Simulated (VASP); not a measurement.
# TcP2: relaxation of cell and atoms with PBEsol

The system is TcP2.

```xyz
3
Lattice="0.0000 2.8500 2.8500 2.8500 0.0000 2.8500 2.8500 2.8500 0.0000" Properties=species:S:1:pos:R:3 pbc="T T T"
Tc    0.0000    0.0000    0.0000
P     1.4250    1.4250    1.4250
P     4.2750    4.2750    4.2750
```

```
Program                : VASP 6.6.1
Task                   : relaxation of cell and atoms
Functional             : PBEsol
Potentials or basis    : VASP PAW PBE potentials, release 64 (Tc_pv, P)
Cutoff                 : 500 eV
k mesh                 : 6 × 6 × 6
Occupations            : fermi-dirac, width 0.1 eV
Spin                   : no spin polarisation
Dipole correction      : no
Further INCAR settings : ALGO = Normal; EDIFF = 1e-07; IBRION = 2; EDIFFG = -0.02; NSW = 50; ISIF = 3
```

| Property | Result |
| --- | --- |
| Relaxed volume | 15.08 Å³/atom |
| Relaxed cell | a = 3.999 Å, b = 3.999 Å, c = 3.999 Å, α = 60.00°, β = 60.00°, γ = 60.00° |
| Space group after relaxing (to 0.1 Å) | Fm-3m (No. 225) |
| Energy gained by relaxing | 4.7 meV/atom |
| Ionic steps | 3 |
| Pressure after relaxing | 0.0 GPa |
| Band gap on the k mesh | zero (an odd number of electrons rules out a gap without spin polarisation) |

Step by step:
| step | energy change (eV) | largest force (eV/Å) | pressure (GPa) | volume (Å³) |
| --- | --- | --- | --- | --- |
| 1 | 0.0000 | 0.0000 | -4.06 | 46.30 |
| 2 | 0.0157 | 0.0000 | 6.58 | 43.73 |
| 3 | -0.0140 | 0.0000 | -0.03 | 45.23 |

Final structure:
```xyz
3
Lattice="0.0000 2.8279 2.8279 2.8279 0.0000 2.8279 2.8279 2.8279 0.0000" Properties=species:S:1:pos:R:3 pbc="T T T"
Tc    0.0000    0.0000    0.0000
P     1.4139    1.4139    1.4139
P     4.2418    4.2418    4.2418
```

Levels at points of the mesh, in eV from the Fermi level:
| k point | band 9 | band 10 | band 11 | band 12 | band 13 | band 14 |
| --- | --- | --- | --- | --- | --- | --- |
| (0.00, 0.00, 0.00) | -1.69 | -1.69 | 1.92 | 1.92 | 1.92 | 4.62 |
| (0.50, 0.00, 0.00) | -1.73 | -1.73 | -1.12 | -1.12 | -1.07 | 3.05 |
| (0.50, 0.50, 0.00) | -2.28 | -2.28 | -1.25 | -0.51 | 2.67 | 4.43 |

Run time: 37 s on 1 thread of AMD EPYC 7R43 64-Core Processor (Zen 3), on a shared host, peak memory 0.14 GiB.

Caveat: the PAW data sets were made with another functional, which shifts forces and pressure a little.
